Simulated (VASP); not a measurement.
Set up this calculation in VASP 6.6.1, as the native input.

- Task: single point
- Functional: LDA
- Potentials or basis: VASP PAW LDA potentials, release 64 (Sn_d, O)
- Cutoff: 520 eV
- k mesh: 10 × 10 × 10
- Occupations: gaussian, width 0.05 eV
- Spin: no spin polarisation
- Dipole correction: no
- Further INCAR settings: ALGO = Normal; EDIFF = 1e-06; NBANDS = 35

The structure of SnO2 lies in POSCAR:

```
SnO2
1.0
   -2.0663519985      2.0663519985      4.6947517406
    2.0663519985     -2.0663519985      4.6947517406
    2.0663519985      2.0663519985     -4.6947517406
Sn O
2 4
Direct
    0.7500000000      0.2500000000      0.5000000000
    0.0000000000      0.0000000000      0.0000000000
    0.7866760996      0.7866760996      0.0000000000
    0.9633239004      0.4633239004      0.5000000000
    0.2133239004      0.2133239004      0.0000000000
    0.5366760996      0.0366760996      0.5000000000
```

One way to write it, as run:

INCAR

```
SYSTEM = SnO2
PREC     = Accurate       ! precision mode
ENCUT    = 520            ! plane-wave cutoff, eV
EDIFF    = 1E-6           ! SCF threshold, eV
ISMEAR   = 0              ! smearing method
SIGMA    = 0.05           ! smearing width, eV
LREAL    = .False.        ! projectors in reciprocal space
LASPH    = .True.         ! aspherical terms in the spheres
NELM     = 60             ! most SCF steps
ALGO     = Normal         ! electronic algorithm
ISIF     = 2              ! what is computed and relaxed
LWAVE    = .False.        ! write WAVECAR
LCHARG   = .False.        ! write CHGCAR
GGA      = CA             ! functional
NBANDS   = 35             ! bands
```

KPOINTS

```
regular mesh
0
Gamma
  10 10 10
  0 0 0
```

Potentials or basis: VASP PAW LDA potentials, release 64 (Sn_d, O).

Command:

```sh
$ cat potpaw_LDA.64/Sn_d/POTCAR potpaw_LDA.64/O/POTCAR > POTCAR
$ mpirun -np 1 vasp_std > vasp.out
```

Results of the run:

```json
{
 "Pressure": "-0.4 GPa",
 "Largest force": "0.090 eV/Å",
 "Band gap on the k mesh": "1.77 eV (least direct gap 2.39 eV)"
}
```

Caveat: spin-orbit coupling is left out, which moves the levels of the heavy elements.

Wall time 8.3 min on 1 thread of Intel Xeon 8259CL (shared host), peak memory 0.37 GiB.
